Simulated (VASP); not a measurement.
**Na: relaxation of cell and atoms with PBEsol**

Na:

```
CELL_PARAMETERS angstrom
0.00000 1.60306 1.60306
1.60306 0.00000 1.60306
1.60306 1.60306 0.00000
ATOMIC_POSITIONS crystal
Na 0.00000 0.00000 0.00000
```

This isn't the form of Na at room conditions, which is bcc.

```yaml
Program: VASP 6.6.1
Task: relaxation of cell and atoms
Functional: PBEsol
Potentials_or_basis: VASP PAW PBE potentials, release 64 (Na_pv)
Cutoff: 500 eV
k_mesh: 22 × 22 × 22
Occupations: gaussian, width 0.1 eV
Spin: no spin polarisation
Target_pressure: 200 GPa
Dipole_correction: no
Further_INCAR_settings: ALGO = Normal; EDIFF = 1e-07; IBRION = 2; EDIFFG = -0.002; NSW = 100; ISIF = 3
```

```yaml
Relaxed_volume: 8.26 Å³/atom
Relaxed_cell: a = 2.269 Å, b = 2.269 Å, c = 2.269 Å, α = 60.00°, β = 60.00°, γ = 60.00°
Space_group_after_relaxing_to_0.1_Å: Fm-3m (No. 225)
Energy_change_on_relaxing_the_run_minimises_the_enthalpy: -29.0 meV/atom
Ionic_steps: 4
Pressure_after_relaxing: 200.0 GPa
Band_gap_on_the_k_mesh: zero (an odd number of electrons rules out a gap without spin polarisation)
```

The path:
```
step  energy change (eV)  largest force (eV/Å)  pressure (GPa)  volume (Å³)
   1              0.0000                0.0000          201.52         8.24
   2             -0.1160                0.0000          195.25         8.33
   3             -0.0301                0.0000          199.94         8.26
   4             -0.0290                0.0000          200.00         8.26
```

Final structure:
```xyz
1
Lattice="0.0000 1.6046 1.6046 1.6046 0.0000 1.6046 1.6046 1.6046 0.0000" Properties=species:S:1:pos:R:3 pbc="T T T"
Na    0.0000    0.0000    0.0000
```

Levels at points of the mesh, in eV from the Fermi level:
```tsv
k point	band 1	band 2	band 3	band 4	band 5	band 6	band 7
(0.00, 0.00, 0.00)	-27.35	-27.35	-27.35	-8.21	22.18	22.18	22.18
(0.50, 0.00, 0.00)	-29.89	-27.59	-27.59	1.27	2.09	19.61	19.61
(0.50, 0.50, 0.00)	-29.60	-28.10	-28.10	2.00	5.20	9.25	19.11
```

Wall time 84 s on 1 thread of Intel Xeon 8259CL, with other jobs on the host, peak memory 0.13 GiB.

Caveat: the cell is relaxed towards a set pressure, so the run minimises the enthalpy, not the energy; the PAW data sets were made with another functional, which shifts forces and pressure a little.
